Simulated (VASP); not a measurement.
Input of a VASP 6.6.1 run:

File INCAR:

```
ALGO = Normal
EDIFF = 1E-6
ENCUT = 520
GGA = PE
ISIF = 2
ISMEAR = 0
LASPH = True
LCHARG = True
LELF = True
LREAL = False
LVHAR = True
LWAVE = False
NBANDS = 20
NELM = 60
PREC = Accurate
SIGMA = 0.1
```

Contents of KPOINTS:

```
k-points
0
Gamma
  15 15 8
```

Contents of POSCAR:

```
Ta2N
1.0
    3.1128615060      0.0000000000      0.0000000000
   -1.5564307530      2.6958171426      0.0000000000
    0.0000000000      0.0000000000      4.8698410000
Ta N
2 1
Direct
    0.6666666667      0.3333333333      0.7452890000
    0.3815205076      0.6666666667      0.2547110000
    0.0000000000      0.0000000000      0.0000000000
```

Potentials or basis: VASP PAW PBE potentials, release 64 (Ta_pv, N).

The run is started by

```console
$ cat potpaw_PBE.64/Ta_pv/POTCAR potpaw_PBE.64/N/POTCAR > POTCAR
$ mpirun -np 1 vasp_std > vasp.out
```

**Question.** Predict the largest force.

**Answer.** 1.034 eV/Å.

**Question.** Predict the pressure.

**Answer.** 0.4 GPa.

Stress tensor (GPa, compression positive):
```
 0.61  0.58 -2.67
 0.58 -0.75 -1.02
-2.67 -1.02  1.41
```

Caveat: the cell differs from its parent crystal (one atom moved); forces of over 1 eV/Å act on the atoms, so gaps and moduli don't describe the material at rest.
